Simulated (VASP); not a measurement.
Set up this calculation in VASP 6.6.1, as the native input.

```
Task                   : single point
Functional             : PBE
Potentials or basis    : VASP PAW PBE potentials, release 64 (Pt, H)
Cutoff                 : 520 eV
k mesh                 : 5 × 5 × 1
Occupations            : gaussian, width 0.1 eV
Spin                   : no spin polarisation
Dipole correction      : yes
Further INCAR settings : ALGO = Normal; EDIFF = 1e-06; NBANDS = 74
```

The structure of HPt6 lies in POSCAR:

```
HPt6
1.0
    5.6143281343      0.0000000000      0.0000000000
    0.0000000000      5.6143281343      0.0000000000
    0.0000000000      0.0000000000     21.8513792319
Pt H
12 2
Direct
    0.2500000000      0.2500000000      0.1830548066
    0.2500000000      0.7500000000      0.1830548066
    0.7500000000      0.2500000000      0.1830548066
    0.7500000000      0.7500000000      0.1830548066
    0.0000000000      0.0000000000      0.2712126041
    0.0000000000      0.5000000000      0.2712126041
    0.5000000000      0.0000000000      0.2712126041
    0.5000000000      0.5000000000      0.2712126041
    0.2500000000      0.2500000000      0.3593081768
    0.2500000000      0.7500000000      0.3593081768
    0.7500000000      0.2500000000      0.3593081768
    0.7500000000      0.7500000000      0.3593081768
   -0.0667933885      0.0000000000      0.4531237652
    0.0667933885      0.0000000000      0.4531237652
```

The input as run:

INCAR

```
PREC = Accurate ; ENCUT = 520
EDIFF = 1E-6 ; ISMEAR = 0
SIGMA = 0.1 ; LREAL = False
LASPH = True ; NELM = 60
ALGO = Normal ; ISIF = 2
LWAVE = False ; LCHARG = False
LDIPOL = True ; IDIPOL = 3
DIPOL = 0.5 0.5 0.297 ; GGA = PE
NBANDS = 74
```

KPOINTS

```
Automatic mesh
0
Gamma
  5 5 1
```

Potentials or basis: VASP PAW PBE potentials, release 64 (Pt, H).

The run is started by

```console
$ cat potpaw_PBE.64/Pt/POTCAR potpaw_PBE.64/H/POTCAR > POTCAR
$ mpirun -np 1 vasp_std > vasp.out
```

Results of the run:

```yaml
Largest_force: 0.584 eV/Å
Band_gap_on_the_k_mesh: zero (bands 61 and 62 overlap by 0.15 eV)
```

Caveat: spin-orbit coupling is left out, which moves the levels of the heavy elements.

Run time: 15 min on 1 thread of Intel(R) Xeon(R) 6975P-C (Granite Rapids) (shared host), peak memory 0.78 GiB.
